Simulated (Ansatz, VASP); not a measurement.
# One calculation of Mg4H, two programs

The input INCAR:

```
ALGO = Normal
DIPOL = 0.5 0.5 0.292
EDIFF = 1E-6
ENCUT = 520
GGA = PE
IDIPOL = 3
ISIF = 2
ISMEAR = 0
LASPH = T
LCHARG = F
LDIPOL = T
LREAL = F
LWAVE = F
NBANDS = 20
NELM = 100
PREC = Accurate
SIGMA = 0.1
```

Contents of KPOINTS:

```
k-points
0
Gamma
  4 5 1
```

Contents of POSCAR:

```
Mg4H
1.0
    6.4201385733      0.0000000000      0.0000000000
    0.0000000000      5.1379129567      0.0000000000
    0.0000000000      0.0000000000     21.6644777330
Mg H
8 2
Direct
    0.0000000000      0.7500000000      0.1846340378
    0.5000000000      0.7500000000      0.1846340378
    0.2500000000      0.2500000000      0.2274076137
    0.7500000000      0.2500000000      0.2274076137
    0.2500000000      0.7500000000      0.3173234500
    0.7500000000      0.7500000000      0.3173234500
    0.0000000000      0.2500000000      0.3537808678
    0.5000000000      0.2500000000      0.3537808678
    0.6915900458      0.0833333333      0.3745521971
    0.8084099542      0.0833333333      0.3745521971
```

Input for Ansatz:

```yaml
crystal:
  lattice:
    - [6.4201385733, 0.0, 0.0]
    - [0.0, 5.1379129567, 0.0]
    - [0.0, 0.0, 21.664477733]
  atoms:
    - { symbol: Mg, position: [0.0, 0.75, 0.1846340378] }
    - { symbol: Mg, position: [0.5, 0.75, 0.1846340378] }
    - { symbol: Mg, position: [0.25, 0.25, 0.2274076137] }
    - { symbol: Mg, position: [0.75, 0.25, 0.2274076137] }
    - { symbol: Mg, position: [0.25, 0.75, 0.31732345] }
    - { symbol: Mg, position: [0.75, 0.75, 0.31732345] }
    - { symbol: Mg, position: [0.0, 0.25, 0.3537808678] }
    - { symbol: Mg, position: [0.5, 0.25, 0.3537808678] }
    - { symbol: H, position: [0.6915900458, 0.0833333333, 0.3745521971] }
    - { symbol: H, position: [0.8084099542, 0.0833333333, 0.3745521971] }
basis:
  ecutwfc: 420
kpoints:
  mp_grid: { grid: [4, 5, 1] }
hamiltonian:
  xc: pbe
scf:
  occupations: { method: gaussian, width: 0.1 }
output:
  forces: true
  eigenvalues: true
efield:
  axis: 3
  dipole_correction: true
  ramp_width: 0.04
```

Alike in both runs: task single point; functional PBE; k mesh 4 × 5 × 1; occupations gaussian, width 0.1 eV; no spin polarisation.

```csv
,VASP,Ansatz
version,VASP 6.6.1,Ansatz 0.2.0
potentials or method,"VASP PAW PBE potentials, release 64 (Mg, H), cutoff 520 eV","scalar-relativistic, plane waves, PAW"
valence electrons in the cell,18,82
```

|  | VASP | Ansatz | Ansatz less VASP |
| --- | --- | --- | --- |
| gap on the k mesh at the Fermi level (eV) | none | none | - |
| rms of the force components (eV/Å) | 1.116 | 1.105 | -0.0112 |

Atom by atom the forces differ by 0.014 eV/Å (rms over components). A gap of «none» marks a metal or a gap that the smearing closes. VASP's potentials hold 18 valence electrons a cell and Ansatz's 82, so a difference there can come from the potentials and not from the codes.
